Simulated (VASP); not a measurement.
Runs of VASP 6.6.1 on GeCN2. The structure is that of space group R-3m (No. 166), or close to it. The cells are those of the table. 

| cell | gap on the mesh (eV) | pressure (GPa) | largest force (eV/Å) |
| --- | --- | --- | --- |
| a = 4.839 Å, angles 44.1°, 4 atoms | none | 37.2 | 15.47 |
| a = 5.797 Å, angles 32.5°, 4 atoms | none | -24.6 | 6.40 |
| a = 4.704 Å, angles 46.5°, 4 atoms | none | (c) | 24.40 |
| a = 6.068 Å, angles 30.2°, 4 atoms | none | (a) | 6.81 |
| a = 5.140 Å, angles 39.7°, 4 atoms | 0.50 | (b) | 2.98 |
| a = 5.525 Å, angles 35.2°, 4 atoms | 0.61 | -14.6 | 4.36 |
| a = 5.031 Å, angles 41.2°, 4 atoms | 0.29 | 17.4 | 6.61 |

Alike in all rows: task single point; level LDA; potentials or basis VASP PAW LDA potentials, release 64 (Ge_d, C, N); no spin polarisation; k mesh 12 × 12 × 12; cutoff (eV) 520; smearing gaussian 0.05 eV.

Question: Fill in the values left out.

Answer: (a) -31.3; (b) 8.1; (c) 55.2.

Caveats: forces of over 1 eV/Å act on the atoms, so gaps and moduli don't describe the material at rest; the cell stands under pressure (at least some runs); the cell stands under tension (at least some runs).

A k mesh can miss the band edges, and the runs leave out spin-orbit coupling on Ge.

A gap of «none» marks levels without a gap at the run's occupations.
